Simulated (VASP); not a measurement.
Wanted: the native input for a VASP 6.6.1 run.

| Quantity | Value |
| --- | --- |
| Task | single point |
| Functional | PBEsol |
| Potentials or basis | VASP PAW PBE potentials, release 64 (W_sv, C_h) |
| Cutoff | 910 eV |
| k mesh | 21 × 21 × 18 |
| Occupations | gaussian, width 0.15 eV |
| Spin | no spin polarisation |
| Dipole correction | no |
| Second run | hard_potentials |
| Further INCAR settings | ALGO = Normal; EDIFF = 1e-06; NBANDS = 16 |

The structure of WC lies in POSCAR:

```
WC
1.0
    2.9402392704      0.0000000000      0.0000000000
   -1.4701196352      2.5463219013      0.0000000000
    0.0000000000      0.0000000000      2.7530479113
W C
1 1
Direct
    0.0000000000      0.0000000000      0.0000000000
    0.6666666667      0.3333333333      0.5000000000
```

This cell differs from its parent crystal: ratio of the length along z to the lengths across it x 0.96, volume and fractional coordinates fixed.

The input as run:

INCAR

```
PREC     = Accurate       # precision mode
ENCUT    = 910            # plane-wave cutoff, eV
EDIFF    = 1E-6           # SCF threshold, eV
ISMEAR   = 0              # smearing method
SIGMA    = 0.15           # smearing width, eV
LREAL    = F              # projectors in reciprocal space
LASPH    = T              # aspherical terms in the spheres
NELM     = 120            # most SCF steps
ALGO     = Normal         # electronic algorithm
ISIF     = 2              # what is computed and relaxed
LWAVE    = F              # write WAVECAR
LCHARG   = F              # write CHGCAR
GGA      = PS             # functional
NBANDS   = 16             # bands
GGA_COMPAT= F
```

KPOINTS

```
Automatic mesh
0
Gamma
  21 21 18
```

Potentials or basis: VASP PAW PBE potentials, release 64 (W_sv, C_h).

Run with:

```console
$ cat potpaw_PBE.64/W_sv/POTCAR potpaw_PBE.64/C_h/POTCAR > POTCAR
$ mpirun -np 1 vasp_std > vasp.out
```

Results of the run:

```
Pressure               : 2.7 GPa
Band gap on the k mesh : zero (band 9 reaches 12.26 eV, above the bottom of band 10 at 10.81 eV)
```

Caveat: the cutoff is under 1.25 times the usual one of these potentials, so pressure, stress and relaxed cells hold a basis-set (Pulay) error; the PAW data sets were made with another functional, which shifts forces and pressure a little; spin-orbit coupling is left out, which moves the levels of the heavy elements.

Wall time 2.1 min on 1 thread of Intel(R) Xeon(R) 6975P-C (Granite Rapids) (shared host), peak memory 0.47 GiB.
